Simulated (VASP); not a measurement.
Pb, 1 atom in the cell. Symmetry: Fm-3m, No. 225, cubic system. Conventional cell: a = 5.047 Å, b = 5.047 Å, c = 5.047 Å, α = 90.00°, β = 90.00°, γ = 90.00°. Within 4.7 Å of Pb (site symmetry m-3m) lie 12 Pb at 3.57 Å.  This cell differs from its parent crystal: volume scaled by 1.06.

- Program: VASP 6.6.1
- Task: single point
- Functional: LDA
- Potentials or basis: VASP PAW LDA potentials, release 64 (Pb_d)
- Cutoff: 520 eV
- k mesh: 9 × 9 × 9
- Occupations: fermi-dirac, width 0.05 eV
- Spin: no spin polarisation
- Dipole correction: no
- Further INCAR settings: ALGO = Fast; EDIFF = 1e-07; NBANDS = 13

Potentials or basis: VASP PAW LDA potentials, release 64 (Pb_d).

Command:

```bash
$ cat potpaw_LDA.64/Pb_d/POTCAR > POTCAR
$ mpirun -np 1 vasp_std > vasp.out
```

Hardware: 1 thread of Intel Xeon 8259CL, on a shared host.

Task: How long does it take, and how much memory?

Result: Run time: 45 s on 1 thread of Intel Xeon 8259CL, with other jobs on the host, peak memory 0.14 GiB. Counts: scf iterations 15, k points 35.
